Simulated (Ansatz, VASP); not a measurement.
This is a calculation of Os for VASP 6.6.1.

File INCAR:

```
SYSTEM = Os
ALGO = Normal ; EDIFF = 1E-6
ENCUT = 520 ; GGA = PE
ISIF = 2 ; ISMEAR = -1
LASPH = .TRUE. ; LCHARG = .FALSE.
LMAXMIX = 4 ; LREAL = .FALSE.
LWAVE = .FALSE. ; NBANDS = 15
NELM = 60 ; PREC = Accurate
SIGMA = 0.05
```

File KPOINTS:

```
k-points
0
G
  11 11 6
  0 0 0
```

File POSCAR:

```
Os
1.0
    2.7341000000      0.0000000000      0.0000000000
   -1.3670500000      2.3678000565      0.0000000000
    0.0000000000      0.0000000000      4.3197000000
Os
2
Direct
    0.6666666667      0.3333333333      0.7500000000
    0.3333333333      0.6666666667      0.2500000000
```

The input KPOINTS_OPT:

```
path GMKGALHA,LM,KH
20
line-mode
reciprocal
 0.0000000000  0.0000000000  0.0000000000  G
 0.5000000000  0.0000000000  0.0000000000  M

 0.5000000000  0.0000000000  0.0000000000  M
 0.3333333333  0.3333333333  0.0000000000  K

 0.3333333333  0.3333333333  0.0000000000  K
 0.0000000000  0.0000000000  0.0000000000  G

 0.0000000000  0.0000000000  0.0000000000  G
 0.0000000000  0.0000000000  0.5000000000  A

 0.0000000000  0.0000000000  0.5000000000  A
 0.5000000000  0.0000000000  0.5000000000  L

 0.5000000000  0.0000000000  0.5000000000  L
 0.3333333333  0.3333333333  0.5000000000  H

 0.3333333333  0.3333333333  0.5000000000  H
 0.0000000000  0.0000000000  0.5000000000  A

 0.5000000000  0.0000000000  0.5000000000  L
 0.5000000000  0.0000000000  0.0000000000  M

 0.3333333333  0.3333333333  0.0000000000  K
 0.3333333333  0.3333333333  0.5000000000  H
```

Potentials or basis: VASP PAW PBE potentials, release 54 (Os).

The run is started by

```console
$ cat potpaw_PBE.54/Os/POTCAR > POTCAR
$ mpirun -np 1 vasp_std > vasp.out
```

Task: Translate it to Ansatz 0.2.0. Potentials there: Ansatz PAW.

Result: As run (the cutoff follows the program's own potentials):

File input.yaml:

```yaml
crystal:
  lattice:
    - [2.7341, 0.0, 0.0]
    - [-1.36705, 2.3678000565, 0.0]
    - [0.0, 0.0, 4.3197]
  atoms:
    - { symbol: Os, position: [0.6666666667, 0.3333333333, 0.75] }
    - { symbol: Os, position: [0.3333333333, 0.6666666667, 0.25] }
hamiltonian:
  xc: pbe
  pseudopotentials: { kind: paw }
kpoints:
  mp_grid: { grid: [11, 11, 6] }
  band_path:
    path:
      - [[0.0, 0.0, 0.0], [0.5, 0.0, 0.0], [0.3333333333, 0.3333333333, 0.0], [0.0, 0.0, 0.0], [0.0, 0.0, 0.5], [0.5, 0.0, 0.5], [0.3333333333, 0.3333333333, 0.5], [0.0, 0.0, 0.5]]
      - [[0.5, 0.0, 0.5], [0.5, 0.0, 0.0]]
      - [[0.3333333333, 0.3333333333, 0.0], [0.3333333333, 0.3333333333, 0.5]]
    npoints: 14
scf:
  occupations: { method: fermi_dirac, width: 0.05 }
  n_extra_bands: 6
output:
  forces: true
  stress: true
  eigenvalues: true
  fatbands: false
```

Potentials or basis: Ansatz PAW.

Command:

```console
$ ansatz run input.yaml --threads 2 --pin off --max-ram 5632MiB --backend cpu --events-out ev --progress --plain --runs-dir out
```

Both were run:

|  | VASP | Ansatz | Ansatz less VASP |
| --- | --- | --- | --- |
| gap on the k mesh at the Fermi level (eV) | none | none | - |
| pressure (GPa) | 8.9 | 8.8 | -0.04 |
| traceless stress, the component that is largest in VASP (GPa) | 0.18 | 0.29 | +0.109 |

A gap of «none» marks a metal or a gap that the smearing closes. VASP's potentials hold 16 valence electrons a cell and Ansatz's 32, so a difference there can come from the potentials and not from the codes.

Neither program's run includes spin-orbit coupling.
